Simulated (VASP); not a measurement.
# Sn (Fm-3m) in VASP: notebook

Sn is run at these levels: PBE; tasks: single point.

Everything below comes from runs of VASP 6.6.1. Logs are shortened: lines on timing, memory, paths and dates and some standing lists are left out, and cuts for length are marked.

### Step 1. The cell of the first run

It takes space group Fm-3m (No. 225, cubic). Conventional cell: a = 4.786 Å, b = 4.786 Å, c = 4.786 Å, α = 90.00°, β = 90.00°, γ = 90.00°. Within 4.4 Å of Sn (site symmetry m-3m) lie 12 Sn at 3.38 Å.

### Step 2. Single point, PBE

The input, INCAR:

```
SYSTEM = Sn
PREC = Accurate
ENCUT = 500
EDIFF = 1E-6
ISMEAR = 0
SIGMA = 0.05
LREAL = .False.
LASPH = .True.
NELM = 120
ALGO = Normal
ISIF = 2
LWAVE = .False.
LCHARG = .True.
GGA = PE
LELF = .True.
LVHAR = .True.
NBANDS = 13
GGA_COMPAT = .False.
```

The input, KPOINTS:

```
Automatic mesh
0
Gamma
  8 8 8
  0 0 0
```

The input, POSCAR:

```
Sn
1.0
    0.0000000000      2.3929997313      2.3929997313
    2.3929997313      0.0000000000      2.3929997313
    2.3929997313      2.3929997313      0.0000000000
Sn
1
Direct
    0.0000000000      0.0000000000      0.0000000000
```

Potentials or basis: VASP PAW PBE potentials, release 64 (Sn_d).

The run is started by

```
cat potpaw_PBE.64/Sn_d/POTCAR > POTCAR
mpirun -np 1 vasp_std > vasp.out
```

OUTCAR:

```text
SYSTEM = Sn
   PREC = Accurate
   ENCUT = 500
   EDIFF = 1E-6
   ISMEAR = 0
   LREAL = .False.
   LASPH = .True.
   NELM = 120
   ISIF = 2
   GGA = PE

 ion  position               nearest neighbor table
   1  0.000  0.000  0.000-

  LATTYP: Found a face centered cubic cell.
 ALAT       =     4.7859994626

  Lattice vectors:

 A1 = (   0.0000000000,   2.3929997313,   2.3929997313)
 A2 = (   2.3929997313,   0.0000000000,   2.3929997313)
 A3 = (   2.3929997313,   2.3929997313,   0.0000000000)

Analysis of symmetry for initial positions (statically):
=====================================================================
 Subroutine PRICEL returns:
 Original cell was already a primitive cell.

 Routine SETGRP: Setting up the symmetry group for a
 face centered cubic supercell.

 Subroutine GETGRP returns: Found 48 space group operations
 (whereof 48 operations were pure point group operations)
 out of a pool of 48 trial point group operations.

The static configuration has the point symmetry O_h .

Analysis of symmetry for dynamics (positions and initial velocities):
=====================================================================
 Subroutine PRICEL returns:
 Original cell was already a primitive cell.

 Routine SETGRP: Setting up the symmetry group for a
 face centered cubic supercell.

 Subroutine GETGRP returns: Found 48 space group operations
 (whereof 48 operations were pure point group operations)
 out of a pool of 48 trial point group operations.

The dynamic configuration has the point symmetry O_h .

 Subroutine INISYM returns: Found 48 space group operations
 (whereof 48 operations are pure point group operations),
 and found     1 'primitive' translations

----------------------------------------------------------------------------------------

                                     Primitive cell

  volume of cell :      27.4068

  direct lattice vectors                    reciprocal lattice vectors
     0.000000000  2.392999731  2.392999731    -0.208942773  0.208942773  0.208942773
     2.392999731  0.000000000  2.392999731     0.208942773 -0.208942773  0.208942773
     2.392999731  2.392999731  0.000000000     0.208942773  0.208942773 -0.208942773

  length of vectors
     3.384212675  3.384212675  3.384212675     0.361899499  0.361899499  0.361899499

  position of ions in fractional coordinates (direct lattice)
     0.000000000  0.000000000  0.000000000

  ion indices of the primitive-cell ions
   primitive index   ion index
                 1           1

----------------------------------------------------------------------------------------

 KPOINTS: Automatic mesh

Automatic generation of k-mesh.
 Grid dimensions read from file:
 generate k-points for:    8    8    8

 Generating k-lattice:

  Cartesian coordinates                     Fractional coordinates (reciprocal lattice)
    -0.026117847  0.026117847  0.026117847     0.125000000  0.000000000  0.000000000
     0.026117847 -0.026117847  0.026117847     0.000000000  0.125000000  0.000000000
     0.026117847  0.026117847 -0.026117847     0.000000000  0.000000000  0.125000000

  Length of vectors
     0.045237437  0.045237437  0.045237437

  Shift w.r.t. Gamma in fractional coordinates (k-lattice)
     0.000000000  0.000000000  0.000000000

 Subroutine IBZKPT returns following result:
 ===========================================

 Found     29 irreducible k-points:

 Following reciprocal coordinates:
            Coordinates               Weight
  0.000000  0.000000  0.000000      1.000000
  0.125000  0.000000  0.000000      8.000000
  0.250000  0.000000  0.000000      8.000000
  0.375000  0.000000  0.000000      8.000000
  0.500000  0.000000  0.000000      4.000000
  0.125000  0.125000  0.000000      6.000000
[... 16 lines left out ...]
  0.500000  0.250000  0.125000     48.000000
 -0.375000  0.250000  0.125000     24.000000
 [... further k-points ...]
   k-points           NKPTS =     29   k-points in BZ     NKDIM =     29   number of bands    NBANDS=     13
   number of dos      NEDOS =    301   number of ions     NIONS =      1
   total plane-waves  NPLWV =  21952
   dimension x,y,z NGX =    28 NGY =   28 NGZ =   28
   dimension x,y,z NGXF=    56 NGYF=   56 NGZF=   56
   ions per type =               1
   NGX,Y,Z   is equivalent  to a cutoff of  13.75, 13.75, 13.75 a.u.
   NGXF,Y,Z  is equivalent  to a cutoff of  27.51, 27.51, 27.51 a.u.
 SYSTEM =  Sn
   PREC   = accura    normal or accurate (medium, high low for compatibility)
   ISTART =      0    job   : 0-new  1-cont  2-samecut
   ICHARG =      2    charge: 1-file 2-atom 10-const
   ISPIN  =      1    spin polarized calculation?
   LNONCOLLINEAR =      F non collinear calculations
   LSORBIT =      F    spin-orbit coupling
   LASPH  =      T    aspherical Exc in radial PAW
   ENCUT  =  500.0 eV  36.75 Ry    6.06 a.u.   6.17  6.17  6.17*2*pi/ulx,y,z
   NELM   =    120;   NELMIN=  2; NELMDL= -5     # of ELM steps
   EDIFF  = 0.1E-05   stopping-criterion for ELM
   LREAL  =      F    real-space projection
   EDIFFG = 0.1E-04   stopping-criterion for IOM
   NSW    =      0    number of steps for IOM
   IBRION =     -1    ionic relax: 0-MD 1-quasi-New 2-CG
   NFREE  =      0    steps in history (QN), initial steepest desc. (CG)
   ISIF   =      2    stress and relaxation
   ISYM   =      2    0-nonsym 1-usesym 2-fastsym
   POTIM  = 0.5000    time-step for ionic-motion
   TEBEG  =    0.0;   TEEND  =   0.0 temperature during run
   PSTRESS=    0.0 pullay stress
   NELECT =      14.0000    total number of electrons
   NUPDOWN=      -1.0000    fix difference up-down
   EMIN   =  10.00;   EMAX   =-10.00  energy-range for DOS
   EFERMI =   0.00;   METHOD = LEGACY
   ISMEAR =     0;   SIGMA  =   0.05  broadening in eV -4-tet -1-fermi 0-gaus
   EFERMI_NEDOS =   21; number of points for ismear=-14 and -15
   IALGO  =     38    algorithm
   IMIX   =      4    mixing-type and parameters
     AMIX     =   0.40;   BMIX     =  1.00
     AMIX_MAG =   1.60;   BMIX_MAG =  1.00
  volume/ion in A,a.u.               =      27.41       184.95
  Fermi-wavevector in a.u.,A,eV,Ry     =   1.308674  2.473036 23.301719  1.712628
  Thomas-Fermi vector in A             =   2.439325
   LORBIT       =      0    0 simple, 1 ext, 2 COOP (PROOUT), +10 PAW based schemes
   GGA     = PE    functional components
   LHFCALC =     F    Hartree Fock is set to
   AEXX    =    0.0000 exact exchange contribution
   IVDW    =     0    specifies the selected vdW correction
   LEPSILON=     F    determine dielectric tensor
   LRPA    =     F    only Hartree local field effects (RPA)
 non-spin polarized calculation
 Gauss-broadening in eV      SIGMA  =   0.05
  energy-cutoff  :      500.00
  volume of cell :       27.41
 maximum number of plane-waves:       725
 NGX is ok and might be reduce to    28
   NGX = 13   NGY = 13   NGZ = 13

 number of electron      14.0000003 magnetization

 Free energy of the ion-electron system (eV)
  ---------------------------------------------------
  ext. energy  EPLUGINS =         0.00000000
  ---------------------------------------------------
  free energy    TOTEN  =        -3.79014523 eV

  energy without entropy =       -3.78805082  energy(sigma->0) =       -3.78909803

 E-fermi :   8.0837     XC(G=0): -10.3251

 val. band max:        8.0696912779   @ k =  -0.3750   0.2500   0.0000
 cond. band min:       8.1106662062   @ k =  -0.2500   0.2500   0.0000
 fundamental gap:      0.0409749283
 Fermi energy:         8.0836705654

 k-point     1 :       0.0000    0.0000    0.0000
  band No.  band energies     occupation
      1     -13.5175      2.00000
      2     -13.5175      2.00000
      3     -13.5175      2.00000
      4     -13.4418      2.00000
      5     -13.4418      2.00000
      6      -3.0357      2.00000
      7      15.6768      0.00000
      8      15.6768      0.00000
      9      15.6768      0.00000
     10      18.6369      0.00000
     11      19.8255      0.00000
     12      19.8255      0.00000
     13      19.8255      0.00000

 k-point     2 :       0.1250    0.0000    0.0000
  band No.  band energies     occupation
      1     -13.5165      2.00000
      2     -13.5064      2.00000
      3     -13.5064      2.00000
      4     -13.4410      2.00000
      5     -13.4410      2.00000
      6      -2.7160      2.00000
      7      12.9406      0.00000
      8      15.2336      0.00000
      9      15.2336      0.00000
     10      17.8753      0.00000
     11      20.5897      0.00000
     12      20.5897      0.00000
     13      21.7839      0.00000

 k-point     3 :       0.2500    0.0000    0.0000
  band No.  band energies     occupation
      1     -13.5153      2.00000
      2     -13.4975      2.00000
      3     -13.4975      2.00000
      4     -13.4210      2.00000
      5     -13.4210      2.00000
      6      -1.7570      2.00000
      7       9.0106      0.00000
      8      14.4965      0.00000
      9      14.4965      0.00000
     10      17.5864      0.00000
     11      20.1390      0.00000
     12      20.1390      0.00000
     13      20.4235      0.00000

 k-point     4 :       0.3750    0.0000    0.0000
  band No.  band energies     occupation
      1     -13.5156      2.00000
      2     -13.5054      2.00000
      3     -13.5054      2.00000
      4     -13.3840      2.00000
      5     -13.3840      2.00000
      6      -0.1964      2.00000
      7       5.5491      2.00000
      8      13.9676      0.00000
      9      13.9676      0.00000
     10      17.6398      0.00000
     11      19.0296      0.00000
     12      19.0363      0.00000
     13      19.0363      0.00000

 k-point     5 :       0.5000    0.0000    0.0000
  band No.  band energies     occupation
      1     -13.5162      2.00000
      2     -13.5103      2.00000
      3     -13.5103      2.00000
      4     -13.3668      2.00000
      5     -13.3668      2.00000
      6       1.2603      2.00000
      7       3.4470      2.00000
      8      13.7820      0.00000
      9      13.7820      0.00000
     10      18.0147      0.00000
     11      18.1954      0.00000
     12      18.6475      0.00000
     13      18.6475      0.00000
[... 257 lines left out ...]
 k-point    22 :       0.3750    0.2500    0.1250
  band No.  band energies     occupation
      1     -13.5339      2.00000
      2     -13.4906      2.00000
      3     -13.4563      2.00000
      4     -13.4368      2.00000
      5     -13.3921      2.00000
      6      -0.9081      2.00000
      7       9.2818      0.00000
      8      10.1866      0.00000
      9      13.1195      0.00000
     10      17.3089      0.00000
     11      17.5477      0.00000
     12      21.1208      0.00000
     13      23.6444      0.00000

 k-point    23 :       0.5000    0.2500    0.1250
  band No.  band energies     occupation
      1     -13.5187      2.00000
      2     -13.4996      2.00000
      3     -13.4558      2.00000
      4     -13.4117      2.00000
      5     -13.3786      2.00000
      6       0.6280      2.00000
      7       6.3231      2.00000
      8       9.5366      0.00000
      9      11.7533      0.00000
     10      17.0158      0.00000
     11      19.2253      0.00000
     12      20.8900      0.00000
     13      23.9026      0.00000

 k-point    24 :      -0.3750    0.2500    0.1250
  band No.  band energies     occupation
      1     -13.5153      2.00000
      2     -13.4986      2.00000
      3     -13.4475      2.00000
      4     -13.4140      2.00000
      5     -13.3704      2.00000
      6       2.0118      2.00000
      7       4.3442      2.00000
      8       9.5436      0.00000
      9      11.1214      0.00000
     10      16.9305      0.00000
     11      19.0377      0.00000
     12      23.7495      0.00000
     13      24.0493      0.00000

 [... further k-points ...]

------------------------ aborting loop because EDIFF is reached ----------------------------------------

  FORCE on cell =-STRESS in cart. coord.  units (eV):
  Direction    XX          YY          ZZ          XY          YZ          ZX
  --------------------------------------------------------------------------------------
  -------------------------------------------------------------------------------------
  Total        0.2117404      0.2117404      0.2117404     -0.0000000      0.0000000     -0.0000000
  in kB       12.3781697     12.3781697     12.3781697     -0.0000000      0.0000000     -0.0000000
  external PRESSURE =      12.3781697 kB  Pullay stress =       0.0000000 kB

 VOLUME and BASIS-vectors are now :
 -----------------------------------------------------------------------------
  energy-cutoff  :      500.00
  volume of cell :       27.41
      direct lattice vectors                 reciprocal lattice vectors
     0.000000000  2.392999731  2.392999731    -0.208942773  0.208942773  0.208942773
     2.392999731  0.000000000  2.392999731     0.208942773 -0.208942773  0.208942773
     2.392999731  2.392999731  0.000000000     0.208942773  0.208942773 -0.208942773

 POSITION                                       TOTAL-FORCE (eV/Angst)
 -----------------------------------------------------------------------------------
      0.00000      0.00000      0.00000         0.000000     -0.000000     -0.000000
 -----------------------------------------------------------------------------------
    total drift:                               -0.000000     -0.000000     -0.000000

  FREE ENERGIE OF THE ION-ELECTRON SYSTEM (eV)
  ---------------------------------------------------
  free  energy   TOTEN  =        -3.7901452334 eV

  energy  without entropy=       -3.7880508185  energy(sigma->0) =       -3.78909803
```

It took 18 s on 1 thread of Intel Xeon 8259CL, shared host; peak memory 0.16 GiB.

Results:

| Item | Value |
| --- | --- |
| Free energy | -3.7901 eV |
| Pressure | 1.2 GPa |
| Band gap on the k mesh | zero (band 7 reaches 15.68 eV, above the bottom of band 8 at 6.30 eV) |

Levels at points of the mesh, in eV from the Fermi level:
| k point | band 5 | band 6 | band 7 | band 8 | band 9 | band 10 |
| --- | --- | --- | --- | --- | --- | --- |
| (0.00, 0.00, 0.00) | -21.53 | -11.12 | 7.59 | 7.59 | 7.59 | 10.55 |
| (0.50, 0.00, 0.00) | -21.45 | -6.82 | -4.64 | 5.70 | 5.70 | 9.93 |
| (0.50, 0.50, 0.00) | -21.43 | -4.94 | -3.64 | 2.01 | 2.01 | 5.33 |

Caveat: spin-orbit coupling is left out, which moves the levels of the heavy elements.

### Step 3. Single point, PBE

This run uses another cell than the first one, of 28.09 Å³/atom, 1.025 times its volume.

The input, INCAR:

```
SYSTEM = Sn
ALGO = Normal
EDIFF = 1E-6
ENCUT = 500
GGA = PE
GGA_COMPAT = .False.
ISIF = 2
ISMEAR = 0
LASPH = .True.
LCHARG = .False.
LREAL = .False.
LWAVE = .False.
NBANDS = 13
NELM = 120
PREC = Accurate
SIGMA = 0.05
```

The input, KPOINTS:

```
k-points
0
Gamma
  8 8 8
  0 0 0
```

The input, POSCAR:

```
Sn
1.0
    0.0000000000      2.4126552212      2.4126552212
    2.4126552212      0.0000000000      2.4126552212
    2.4126552212      2.4126552212      0.0000000000
Sn
1
Direct
    0.0000000000      0.0000000000      0.0000000000
```

Potentials or basis: VASP PAW PBE potentials, release 64 (Sn_d).

The run is started by

```
cat potpaw_PBE.64/Sn_d/POTCAR > POTCAR
mpirun -np 1 vasp_std > vasp.out
```

Run time: 16 s. Hardware: 1 thread of Intel Xeon 8259CL, shared host; peak memory 0.16 GiB.

The run converged. Its results:

```yaml
Free_energy: -3.7927 eV
Pressure: 0.0 GPa
Band_gap_on_the_k_mesh: zero (band 7 reaches 15.18 eV, above the bottom of band 8 at 6.07 eV)
```

Levels at points of the mesh, in eV from the Fermi level:
| k point | band 3 | band 4 | band 5 | band 6 | band 7 | band 8 | band 9 | band 10 | band 11 | band 12 |
| --- | --- | --- | --- | --- | --- | --- | --- | --- | --- | --- |
| (0.00, 0.00, 0.00) | -21.59 | -21.52 | -21.52 | -10.95 | 7.39 | 7.39 | 7.39 | 10.52 | 11.59 | 11.59 |
| (0.50, 0.00, 0.00) | -21.59 | -21.45 | -21.45 | -6.79 | -4.51 | 5.55 | 5.55 | 9.89 | 9.90 | 10.44 |
| (0.50, 0.50, 0.00) | -21.46 | -21.44 | -21.44 | -4.97 | -3.54 | 1.98 | 1.98 | 5.25 | 5.67 | 19.80 |

Caveat: spin-orbit coupling is left out, which moves the levels of the heavy elements.
